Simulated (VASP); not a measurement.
Set up this calculation in VASP 6.6.1, as the native input.

| Item | Value |
| --- | --- |
| Task | single point |
| Functional | HSE06 |
| Potentials or basis | VASP PAW PBE potentials, release 64 (Al, N) |
| Cutoff | 520 eV |
| k mesh | 8 × 8 × 8 |
| Occupations | gaussian, width 0.01 eV |
| Spin | no spin polarisation |
| Dipole correction | no |
| Grid for exact exchange (PRECFOCK) | Normal |
| Further INCAR settings | ALGO = Normal; EDIFF = 1e-06; NBANDS = 11 |
| Share of exact exchange | 0.25 |
| Screening parameter | 0.2079 1/Å |

Crystal: AlN.

```
Al N
1.0
     0.00000    2.05925    1.98940
     2.05925    0.00000    1.98940
     2.05925    2.05925    0.00000
Al N
1 1
Direct
  0.00000 0.00000 0.00000
  0.50000 0.50000 0.50000
```

This cell differs from its parent crystal: epitaxial xy strain +2.0%.

The input as run:

POSCAR

```
AlN
1.0
    0.0000000000      2.0592458391      1.9894038362
    2.0592458391      0.0000000000      1.9894038362
    2.0592458391      2.0592458391      0.0000000000
Al N
1 1
Direct
    0.0000000000      0.0000000000      0.0000000000
    0.5000000000      0.5000000000      0.5000000000
```

INCAR.step1

```
SYSTEM = AlN
PREC     = Accurate       ! precision mode
ENCUT    = 520            ! plane-wave cutoff, eV
EDIFF    = 1E-5           ! SCF threshold, eV
ISMEAR   = 0              ! smearing method
SIGMA    = 0.01           ! smearing width, eV
LREAL    = .False.        ! projectors in reciprocal space
LASPH    = .True.         ! aspherical terms in the spheres
NELM     = 100            ! most SCF steps
ALGO     = Normal         ! electronic algorithm
ISIF     = 2              ! what is computed and relaxed
LWAVE    = .True.         ! write WAVECAR
NBANDS   = 11             ! bands
GGA      = PE             ! functional
```

INCAR.step2

```
SYSTEM = AlN
PREC     = Accurate       ! precision mode
ENCUT    = 520            ! plane-wave cutoff, eV
EDIFF    = 1E-6           ! SCF threshold, eV
ISMEAR   = 0              ! smearing method
SIGMA    = 0.01           ! smearing width, eV
LREAL    = .False.        ! projectors in reciprocal space
LASPH    = .True.         ! aspherical terms in the spheres
NELM     = 100            ! most SCF steps
ALGO     = Normal         ! electronic algorithm
ISIF     = 2              ! what is computed and relaxed
LWAVE    = .False.        ! write WAVECAR
LCHARG   = .True.         ! write CHGCAR
GGA      = PE             ! functional
LHFCALC  = .True.         ! exact exchange
HFSCREEN = 0.2079         ! screening, 1/A
PRECFOCK = Normal       
LELF     = .True.         ! ELF
LVHAR    = .True.       
NBANDS   = 11             ! bands
ISTART   = 1
```

KPOINTS

```
Automatic mesh
0
Gamma
  8 8 8
  0 0 0
```

Potentials or basis: VASP PAW PBE potentials, release 64 (Al, N).

Command:

```sh
$ cat potpaw_PBE.64/Al/POTCAR potpaw_PBE.64/N/POTCAR > POTCAR
$ cp INCAR.step1 INCAR
$ mpirun -np 1 vasp_std > vasp.out
$ cp INCAR.step2 INCAR
$ mpirun -np 1 vasp_std > vasp.out
```

It gave:

| Quantity | Value |
| --- | --- |
| Pressure | -7.4 GPa |
| Band gap on the k mesh | 5.46 eV (least direct gap 6.75 eV) |

Caveat: the cell differs from its parent crystal (epitaxial xy strain +2.0%); the stress differs along the axes, from -10 to -1 GPa; the structure was generated, so it needn't be the stable form of AlN; the PAW data sets were made with another functional, which shifts forces and pressure a little.

Wall time 38 min on 1 thread of Intel Xeon 8259CL, with other jobs on the host, peak memory 0.26 GiB.
